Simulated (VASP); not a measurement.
# SrW2 (P-3m1) in VASP: further runs

Runs on SrW2. Level: PBE. Tasks: single point, relaxation of cell and atoms.

Program: VASP 6.6.1. These are calculated values, not measurements. Logs are shortened: lines on timing, memory, paths and dates and some standing lists are left out, and cuts for length are marked.

### Step 1. The cell of the first run

It takes space group P-3m1 (No. 164, trigonal). Conventional cell: a = 4.949 Å, b = 4.949 Å, c = 2.807 Å, α = 90.00°, β = 90.00°, γ = 120.00°. Within 3.7 Å of Sr (site symmetry -3m) lie 2 Sr at 2.81 Å and 12 W at 3.04 to 3.36 Å. Within 3.7 Å of W (site symmetry 3m) lie 8 W at 2.81 to 3.54 Å and 6 Sr at 3.04 to 3.36 Å.

The cell was generated, and may not be a known phase.

### Step 2. Single point, PBE

Contents of INCAR:

```
ALGO = Fast ; EDIFF = 1E-6
ENCUT = 520 ; GGA = PE
ISIF = 2 ; ISMEAR = 0
LASPH = T ; LCHARG = F
LREAL = F ; LWAVE = F
NBANDS = 26 ; NELM = 60
PREC = Accurate ; SIGMA = 0.1
```

Contents of KPOINTS:

```
k-points
0
Gamma
  6 6 6
```

Contents of POSCAR:

```
SrW2
1.0
    4.9487142664      0.0000000000      0.0000000000
   -2.4743571332      4.2857122708      0.0000000000
    0.0000000000      0.0000000000      2.8069123554
Sr W
1 2
Direct
    0.0000000000      0.0000000000      0.0000000000
    0.6666666667      0.3333333333      0.6282084723
    0.3333333333      0.6666666667      0.3717915277
```

Potentials or basis: VASP PAW PBE potentials, release 64 (Sr_sv, W_sv).

On the command line:

```bash
> cat potpaw_PBE.64/Sr_sv/POTCAR potpaw_PBE.64/W_sv/POTCAR > POTCAR
> mpirun -np 1 vasp_std > vasp.out
```

OUTCAR:

```text
EDIFF = 1E-6
   ENCUT = 520
   GGA = PE
   ISIF = 2
   ISMEAR = 0
   LASPH = T
   LREAL = F
   NELM = 60
   PREC = Accurate

 ion  position               nearest neighbor table
   1  0.000  0.000  0.000-   2 3.04   3 3.04   2 3.04   3 3.04   2 3.04   3 3.04   2 3.36   3 3.36
                             2 3.36   3 3.36   2 3.36   3 3.36
   2  0.667  0.333  0.628-   3 2.95   3 2.95   3 2.95   1 3.04   1 3.04   1 3.04   1 3.36   1 3.36
                             1 3.36
   3  0.333  0.667  0.372-   2 2.95   2 2.95   2 2.95   1 3.04   1 3.04   1 3.04   1 3.36   1 3.36
                             1 3.36

  LATTYP: Found a hexagonal cell.
 ALAT       =     4.9487142664
 C/A-ratio  =     0.5672003281

  Lattice vectors:

 A1 = (   4.9487142664,   0.0000000000,   0.0000000000)
 A2 = (  -2.4743571332,   4.2857122708,   0.0000000000)
 A3 = (   0.0000000000,   0.0000000000,   2.8069123554)

Analysis of symmetry for initial positions (statically):
=====================================================================
 Subroutine PRICEL returns:
 Original cell was already a primitive cell.

 Routine SETGRP: Setting up the symmetry group for a
 hexagonal supercell.

 Subroutine GETGRP returns: Found 12 space group operations
 (whereof 12 operations were pure point group operations)
 out of a pool of 24 trial point group operations.

The static configuration has the point symmetry D_3d.

Analysis of symmetry for dynamics (positions and initial velocities):
=====================================================================
 Subroutine PRICEL returns:
 Original cell was already a primitive cell.

 Routine SETGRP: Setting up the symmetry group for a
 hexagonal supercell.

 Subroutine GETGRP returns: Found 12 space group operations
 (whereof 12 operations were pure point group operations)
 out of a pool of 24 trial point group operations.

The dynamic configuration has the point symmetry D_3d.

 Subroutine INISYM returns: Found 12 space group operations
 (whereof 12 operations are pure point group operations),
 and found     1 'primitive' translations

----------------------------------------------------------------------------------------

                                     Primitive cell

  volume of cell :      59.5311

  direct lattice vectors                    reciprocal lattice vectors
     4.948714266  0.000000000  0.000000000     0.202072689  0.116666722  0.000000000
    -2.474357133  4.285712271  0.000000000     0.000000000  0.233333443  0.000000000
     0.000000000  0.000000000  2.806912355     0.000000000  0.000000000  0.356263350

  length of vectors
     4.948714266  4.948714266  2.806912355     0.233333443  0.233333443  0.356263350

  position of ions in fractional coordinates (direct lattice)
     0.000000000  0.000000000  0.000000000
     0.666666667  0.333333333  0.628208472
     0.333333333  0.666666667  0.371791528

  ion indices of the primitive-cell ions
   primitive index   ion index
                 1           1
                 2           2
                 3           3

----------------------------------------------------------------------------------------

 KPOINTS: k-points

Automatic generation of k-mesh.
 Grid dimensions read from file:
 generate k-points for:    6    6    6

 Generating k-lattice:

  Cartesian coordinates                     Fractional coordinates (reciprocal lattice)
     0.033678782  0.019444454  0.000000000     0.166666667  0.000000000  0.000000000
     0.000000000  0.038888907  0.000000000     0.000000000  0.166666667  0.000000000
     0.000000000  0.000000000  0.059377225     0.000000000  0.000000000  0.166666667

  Length of vectors
     0.038888907  0.038888907  0.059377225

  Shift w.r.t. Gamma in fractional coordinates (k-lattice)
     0.000000000  0.000000000  0.000000000

 Subroutine IBZKPT returns following result:
 ===========================================

 Found     34 irreducible k-points:

 Following reciprocal coordinates:
            Coordinates               Weight
  0.000000  0.000000  0.000000      1.000000
  0.166667 -0.000000  0.000000      6.000000
  0.333333 -0.000000  0.000000      6.000000
  0.500000 -0.000000  0.000000      3.000000
  0.166667  0.166667  0.000000      6.000000
  0.333333  0.166667  0.000000     12.000000
[... 16 lines left out ...]
  0.500000 -0.000000  0.333333      6.000000
  0.166667  0.166667  0.333333     12.000000
 [... further k-points ...]
   k-points           NKPTS =     34   k-points in BZ     NKDIM =     34   number of bands    NBANDS=     26
   number of dos      NEDOS =    301   number of ions     NIONS =      3
   total plane-waves  NPLWV =  38400
   dimension x,y,z NGX =    40 NGY =   40 NGZ =   24
   dimension x,y,z NGXF=    80 NGYF=   80 NGZF=   48
   ions per type =               1   2
   NGX,Y,Z   is equivalent  to a cutoff of  13.44, 13.44, 14.21 a.u.
   NGXF,Y,Z  is equivalent  to a cutoff of  26.88, 26.88, 28.43 a.u.
 SYSTEM =  unknown system
   PREC   = accura    normal or accurate (medium, high low for compatibility)
   ISTART =      0    job   : 0-new  1-cont  2-samecut
   ICHARG =      2    charge: 1-file 2-atom 10-const
   ISPIN  =      1    spin polarized calculation?
   LNONCOLLINEAR =      F non collinear calculations
   LSORBIT =      F    spin-orbit coupling
   LASPH  =      T    aspherical Exc in radial PAW
   ENCUT  =  520.0 eV  38.22 Ry    6.18 a.u.   9.20  9.20  5.22*2*pi/ulx,y,z
   NELM   =     60;   NELMIN=  2; NELMDL= -5     # of ELM steps
   EDIFF  = 0.1E-05   stopping-criterion for ELM
   LREAL  =      F    real-space projection
   EDIFFG = 0.1E-04   stopping-criterion for IOM
   NSW    =      0    number of steps for IOM
   IBRION =     -1    ionic relax: 0-MD 1-quasi-New 2-CG
   NFREE  =      0    steps in history (QN), initial steepest desc. (CG)
   ISIF   =      2    stress and relaxation
   ISYM   =      2    0-nonsym 1-usesym 2-fastsym
   POTIM  = 0.5000    time-step for ionic-motion
   TEBEG  =    0.0;   TEEND  =   0.0 temperature during run
   PSTRESS=    0.0 pullay stress
   NELECT =      38.0000    total number of electrons
   NUPDOWN=      -1.0000    fix difference up-down
   EMIN   =  10.00;   EMAX   =-10.00  energy-range for DOS
   EFERMI =   0.00;   METHOD = LEGACY
   ISMEAR =     0;   SIGMA  =   0.10  broadening in eV -4-tet -1-fermi 0-gaus
   EFERMI_NEDOS =   21; number of points for ismear=-14 and -15
   IALGO  =     68    algorithm
   IMIX   =      4    mixing-type and parameters
     AMIX     =   0.40;   BMIX     =  1.00
     AMIX_MAG =   1.60;   BMIX_MAG =  1.00
  volume/ion in A,a.u.               =      19.84       133.91
  Fermi-wavevector in a.u.,A,eV,Ry     =   1.409574  2.663709 27.033409  1.986899
  Thomas-Fermi vector in A             =   2.531616
   LORBIT       =      0    0 simple, 1 ext, 2 COOP (PROOUT), +10 PAW based schemes
   GGA     = PE    functional components
   LHFCALC =     F    Hartree Fock is set to
   AEXX    =    0.0000 exact exchange contribution
   IVDW    =     0    specifies the selected vdW correction
   LEPSILON=     F    determine dielectric tensor
   LRPA    =     F    only Hartree local field effects (RPA)
 non-spin polarized calculation
 RMM-DIIS sequential band-by-band and
 Gauss-broadening in eV      SIGMA  =   0.10
  energy-cutoff  :      520.00
  volume of cell :       59.53
 maximum number of plane-waves:      1620
 NGX is ok and might be reduce to    40
   NGX = 19   NGY = 19   NGZ = 11

 number of electron      38.0000002 magnetization

 Free energy of the ion-electron system (eV)
  ---------------------------------------------------
  ext. energy  EPLUGINS =         0.00000000
  ---------------------------------------------------
  free energy    TOTEN  =       -23.62902955 eV

  energy without entropy =      -23.61587103  energy(sigma->0) =      -23.62245029

 E-fermi :   7.4617     XC(G=0): -11.9818

 val. band max:        7.4529468774   @ k =   0.1667   0.1667   0.5000
 cond. band min:       7.4719516103   @ k =   0.3333   0.3333   0.5000
 fundamental gap:      0.0190047329
 Fermi energy:         7.4616739024

 k-point     1 :       0.0000    0.0000    0.0000
  band No.  band energies     occupation
      1     -66.3509      2.00000
      2     -66.3148      2.00000
      3     -30.6694      2.00000
      4     -30.6694      2.00000
      5     -30.3805      2.00000
      6     -30.3805      2.00000
[... 18 lines left out ...]
     25      10.3588      0.00000
     26      10.3588      0.00000

 k-point     2 :       0.1667   -0.0000    0.0000
  band No.  band energies     occupation
      1     -66.3488      2.00000
      2     -66.3170      2.00000
      3     -30.6767      2.00000
      4     -30.6574      2.00000
      5     -30.3991      2.00000
      6     -30.3730      2.00000
[... 18 lines left out ...]
     25      10.1366      0.00000
     26      10.2421      0.00000

 k-point     3 :       0.3333   -0.0000    0.0000
  band No.  band energies     occupation
      1     -66.3433      2.00000
      2     -66.3225      2.00000
      3     -30.6905      2.00000
      4     -30.6320      2.00000
      5     -30.4369      2.00000
      6     -30.3590      2.00000
[... 18 lines left out ...]
     25      10.0183      0.00000
     26      10.5084      0.00000

 k-point     4 :       0.5000   -0.0000    0.0000
  band No.  band energies     occupation
      1     -66.3389      2.00000
      2     -66.3268      2.00000
      3     -30.6969      2.00000
      4     -30.6178      2.00000
      5     -30.4568      2.00000
      6     -30.3524      2.00000
[... 18 lines left out ...]
     25      10.2175      0.00000
     26      10.6982      0.00000
[... 496 lines left out ...]
      1     -66.3103      2.00000
      2     -66.2915      2.00000
      3     -30.7135      2.00000
      4     -30.6748      2.00000
      5     -30.6114      2.00000
      6     -30.5361      2.00000
[... 18 lines left out ...]
     25      10.5784      0.00000
     26      12.5365      0.00000

 k-point    23 :       0.5000   -0.0000    0.3333
  band No.  band energies     occupation
      1     -66.3063      2.00000
      2     -66.2955      2.00000
      3     -30.7098      2.00000
      4     -30.6854      2.00000
      5     -30.6171      2.00000
      6     -30.5126      2.00000
[... 18 lines left out ...]
     25      10.7391      0.00000
     26      13.1657      0.00000

 k-point    24 :       0.1667    0.1667    0.3333
  band No.  band energies     occupation
      1     -66.3117      2.00000
      2     -66.2900      2.00000
      3     -30.7122      2.00000
      4     -30.6710      2.00000
      5     -30.6120      2.00000
      6     -30.5413      2.00000
[... 18 lines left out ...]
     25      11.5716      0.00000
     26      13.2736      0.00000

 [... further k-points ...]
[... 5 lines left out ...]
  --------------------------------------------------------------------------------------
  -------------------------------------------------------------------------------------
  Total        0.2261335      0.2261335      0.2287610      0.0000000      0.0000000      0.0000000
  in kB        6.0859888      6.0859888      6.1567040      0.0000000      0.0000000      0.0000000
  external PRESSURE =       6.1095606 kB  Pullay stress =       0.0000000 kB

 VOLUME and BASIS-vectors are now :
 -----------------------------------------------------------------------------
  energy-cutoff  :      520.00
  volume of cell :       59.53
      direct lattice vectors                 reciprocal lattice vectors
     4.948714266  0.000000000  0.000000000     0.202072689  0.116666722  0.000000000
    -2.474357133  4.285712271  0.000000000     0.000000000  0.233333443  0.000000000
     0.000000000  0.000000000  2.806912355     0.000000000  0.000000000  0.356263350

 POSITION                                       TOTAL-FORCE (eV/Angst)
 -----------------------------------------------------------------------------------
      0.00000      0.00000      0.00000         0.000000      0.000000      0.000000
      2.47436      1.42857      1.76333        -0.000000      0.000000     -0.002749
     -0.00000      2.85714      1.04359         0.000000     -0.000000      0.002749
 -----------------------------------------------------------------------------------
    total drift:                                0.000000     -0.000000     -0.000000

  FREE ENERGIE OF THE ION-ELECTRON SYSTEM (eV)
  ---------------------------------------------------
  free  energy   TOTEN  =       -23.6290295460 eV

  energy  without entropy=      -23.6158710326  energy(sigma->0) =      -23.62245029
```

It took 65 s on 1 thread of Oxide Virtual Turin-like, shared host; peak memory 0.18 GiB.

What came out:

- Free energy: -23.6290 eV
- Pressure: 0.6 GPa
- Band gap on the k mesh: zero (bands 19 and 20 overlap by 1.63 eV)

Forces on the atoms (eV/Å):
```
Sr   0.000  0.000  0.000
W    0.000  0.000 -0.003
W    0.000  0.000  0.003
```

Levels at points of the mesh, in eV from the Fermi level:
```
           k point  band 16  band 17  band 18  band 19  band 20  band 21  band 22  band 23
(0.00, 0.00, 0.00)    -1.44    -1.44    -0.70    -0.70     1.28     1.28     2.15     2.59
(0.50, 0.00, 0.00)    -1.93    -1.80    -1.76    -0.16     1.52     2.03     2.27     2.38
(0.00, 0.00, 0.50)    -1.61    -1.61    -1.19    -1.19    -1.17     1.82     1.82     5.21
(0.50, 0.00, 0.50)    -2.13    -1.72    -1.26    -1.09     1.14     1.95     2.17     2.84
```

Caveat: the k points lie up to 0.37 Å⁻¹ apart, too coarse for converged energies and pressures of a metal; spin-orbit coupling is left out, which moves the levels of the heavy elements.

### Step 3. Single point, PBE

This run uses another cell than the first one, of 22.99 Å³/atom.

Contents of INCAR:

```
SYSTEM = SrW2
PREC = Accurate ; ENCUT = 520
EDIFF = 1E-6 ; ISMEAR = 0
SIGMA = 0.1 ; LREAL = .False.
LASPH = .True. ; NELM = 100
ALGO = Normal ; ISIF = 2
LWAVE = .False. ; LCHARG = .False.
GGA = PE ; NBANDS = 26
```

Contents of KPOINTS:

```
Automatic mesh
0
Gamma
  6 6 6
  0 0 0
```

Contents of POSCAR:

```
SrW2
1.0
    5.0136396600      0.0000000000      0.0000000000
   -2.5068198300      4.3419393100      0.0000000000
    0.0000000000      0.0000000000      3.1676792100
Sr W
1 2
Direct
    0.0000000000      0.0000000000      0.0000000000
    0.6666666700      0.3333333300      0.9558399900
    0.3333333300      0.6666666700      0.0441600100
```

Potentials or basis: VASP PAW PBE potentials, release 64 (Sr_sv, W_sv).

On the command line:

```bash
> cat potpaw_PBE.64/Sr_sv/POTCAR potpaw_PBE.64/W_sv/POTCAR > POTCAR
> mpirun -np 1 vasp_std > vasp.out
```

OUTCAR:

```text
SYSTEM = SrW2
   PREC = Accurate
   ENCUT = 520
   EDIFF = 1E-6
   ISMEAR = 0
   LREAL = .False.
   LASPH = .True.
   NELM = 100
   ISIF = 2
   GGA = PE

 ion  position               nearest neighbor table
   1  0.000  0.000  0.000-   2 2.90   3 2.90   3 2.90   2 2.90   2 2.90   3 2.90   2 4.19   3 4.19
                             3 4.19   2 4.19   2 4.19   3 4.19
   2  0.667  0.333  0.956-   1 2.90   1 2.90   1 2.90   3 2.91   3 2.91   3 2.91   1 4.19   1 4.19
                             1 4.19
   3  0.333  0.667  0.044-   1 2.90   1 2.90   1 2.90   2 2.91   2 2.91   2 2.91   1 4.19   1 4.19
                             1 4.19

  LATTYP: Found a hexagonal cell.
 ALAT       =     5.0136396600
 C/A-ratio  =     0.6318123010

  Lattice vectors:

 A1 = (   5.0136396600,   0.0000000000,   0.0000000000)
 A2 = (  -2.5068198300,   4.3419393100,   0.0000000000)
 A3 = (   0.0000000000,   0.0000000000,   3.1676792100)

Analysis of symmetry for initial positions (statically):
=====================================================================
 Subroutine PRICEL returns:
 Original cell was already a primitive cell.

 Routine SETGRP: Setting up the symmetry group for a
[... 165 lines left out ...]
  ext. energy  EPLUGINS =         0.00000000
  ---------------------------------------------------
  free energy    TOTEN  =       -21.54690962 eV

  energy without entropy =      -21.52771948  energy(sigma->0) =      -21.53731455

 E-fermi :   6.2411     XC(G=0): -11.1552

 val. band max:        6.1937899918   @ k =   0.0000   0.1667   0.1667
 cond. band min:       6.2452360320   @ k =   0.0000   0.0000   0.5000
 fundamental gap:      0.0514460401
 Fermi energy:         6.2411100272

 k-point     1 :       0.0000    0.0000    0.0000
  band No.  band energies     occupation
      1     -67.9318      2.00000
      2     -67.8913      2.00000
      3     -32.2230      2.00000
      4     -32.2230      2.00000
      5     -32.0446      2.00000
      6     -31.9865      2.00000
[... 685 lines left out ...]
     25       9.4118      0.00000
     26      10.1096      0.00000

 [... further k-points ...]
[... 5 lines left out ...]
  --------------------------------------------------------------------------------------
  -------------------------------------------------------------------------------------
  Total        1.1514743      1.1514743     -9.4632565      0.0000000      0.0000000      0.0000000
  in kB       26.7538804     26.7538804   -219.8736231      0.0000000      0.0000000      0.0000000
  external PRESSURE =     -55.4552875 kB  Pullay stress =       0.0000000 kB

 VOLUME and BASIS-vectors are now :
 -----------------------------------------------------------------------------
  energy-cutoff  :      520.00
  volume of cell :       68.96
      direct lattice vectors                 reciprocal lattice vectors
     5.013639660  0.000000000  0.000000000     0.199455898  0.115155916  0.000000000
    -2.506819830  4.341939310  0.000000000     0.000000000  0.230311833  0.000000000
     0.000000000  0.000000000  3.167679210     0.000000000  0.000000000  0.315688532

 POSITION                                       TOTAL-FORCE (eV/Angst)
 -----------------------------------------------------------------------------------
      0.00000      0.00000      0.00000        -0.000000      0.000000      0.000000
      2.50682      1.44731      3.02779         0.000000     -0.000000     -0.921984
     -0.00000      2.89463      0.13988        -0.000000      0.000000      0.921984
 -----------------------------------------------------------------------------------
    total drift:                                0.000000     -0.000000     -0.000000

  FREE ENERGIE OF THE ION-ELECTRON SYSTEM (eV)
  ---------------------------------------------------
  free  energy   TOTEN  =       -21.5469096169 eV

  energy  without entropy=      -21.5277194755  energy(sigma->0) =      -21.53731455
```

OSZICAR:

```text
N       E                     dE             d eps       ncg     rms          rms(c)
DAV:   1     0.400749346233E+03    0.40075E+03   -0.22531E+04  1776   0.156E+03
DAV:   2    -0.710205930568E+01   -0.40785E+03   -0.40091E+03  2042   0.456E+02
DAV:   3    -0.227940826965E+02   -0.15692E+02   -0.15241E+02  2228   0.865E+01
DAV:   4    -0.234468424924E+02   -0.65276E+00   -0.64871E+00  2700   0.138E+01
DAV:   5    -0.234546139299E+02   -0.77714E-02   -0.77622E-02  2130   0.155E+00    0.398E+01
DAV:   6    -0.216897540626E+02    0.17649E+01   -0.77873E+00  2150   0.159E+01    0.129E+01
DAV:   7    -0.215711165499E+02    0.11864E+00   -0.31288E-01  2002   0.347E+00    0.687E+00
DAV:   8    -0.215496758961E+02    0.21441E-01   -0.14131E-01  2258   0.195E+00    0.132E+00
DAV:   9    -0.215471327707E+02    0.25431E-02   -0.27757E-02  2022   0.914E-01    0.591E-01
DAV:  10    -0.215469035164E+02    0.22925E-03   -0.15365E-03  1984   0.242E-01    0.105E-01
DAV:  11    -0.215469074754E+02   -0.39590E-05   -0.26108E-04  2372   0.722E-02    0.374E-02
DAV:  12    -0.215469101625E+02   -0.26872E-05   -0.19988E-05  2022   0.327E-02    0.150E-02
DAV:  13    -0.215469096169E+02    0.54566E-06   -0.11686E-06  1224   0.787E-03
   1 F= -.21546910E+02 E0= -.21537315E+02  d E =-.191901E-01
```

Wall time 34 s (1 thread of Oxide Virtual Turin-like, shared host); peak memory 0.18 GiB.

Results:

* Free energy: -21.5469 eV
* Pressure: -5.5 GPa
* Largest force: 0.922 eV/Å
* Band gap on the k mesh: zero (bands 19 and 20 overlap by 1.17 eV)

Forces on the atoms (eV/Å):
```
Sr   0.000  0.000  0.000
W    0.000  0.000 -0.922
W    0.000  0.000  0.922
```

Levels at points of the mesh, in eV from the Fermi level:
```
           k point  band 17  band 18  band 19  band 20  band 21  band 22
(0.00, 0.00, 0.00)    -1.36    -0.35    -0.35     0.61     0.61     1.49
(0.50, 0.00, 0.00)    -1.60    -1.36    -0.52     0.20     0.84     1.09
(0.00, 0.00, 0.50)    -1.54    -0.80     0.00     0.00     0.52     0.52
(0.50, 0.00, 0.50)    -1.70    -1.41    -0.25     0.16     0.65     1.86
```

Caveat: the stress differs along the axes, from -22 to 3 GPa; spin-orbit coupling is left out, which moves the levels of the heavy elements.

(Continued in part 2 of 2.)

The gap in the log of VASP goes by the Fermi energy; the results here count the filled bands.